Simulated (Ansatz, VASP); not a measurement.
# BeTe: VASP beside Ansatz

```xyz
2
Lattice="0.0000 2.9135 2.7623 2.9135 0.0000 2.7623 2.9135 2.9135 0.0000" Properties=species:S:1:pos:R:3 pbc="T T T"
Be    0.0000    0.0000    0.0000
Te    1.4567    1.4567    1.3812
```

Change from the starting cell: epitaxial_xy strain +3.0%.

Alike in both runs: task single point; functional HSE06; k mesh 6 × 6 × 6; no spin polarisation.

|  | VASP | Ansatz |
| --- | --- | --- |
| version | VASP 6.6.1 | Ansatz 0.2.0 |
| potentials or method | VASP PAW PBE potentials, release 64 (Be, Te) | plane waves, PAW |
| plane-wave cutoff (eV) | 520 | 420 |
| occupations | gaussian, width 0.01 eV | fixed |
| valence electrons in the cell | 8 | 18 |

```tsv
	VASP	Ansatz	Ansatz less VASP
gap on the k mesh at the Fermi level (eV)	2.37	2.39	+0.015
pressure (GPa)	-2.9	-2.7	+0.12
traceless stress, the component that is largest in VASP (GPa)	2.04	2.04	+0.005
```

VASP's potentials hold 8 valence electrons a cell and Ansatz's 18, so a difference there can come from the potentials and not from the codes. Ansatz's warnings: stress exchange threshold loose, stress scf threshold loose.

Neither program's run includes spin-orbit coupling.
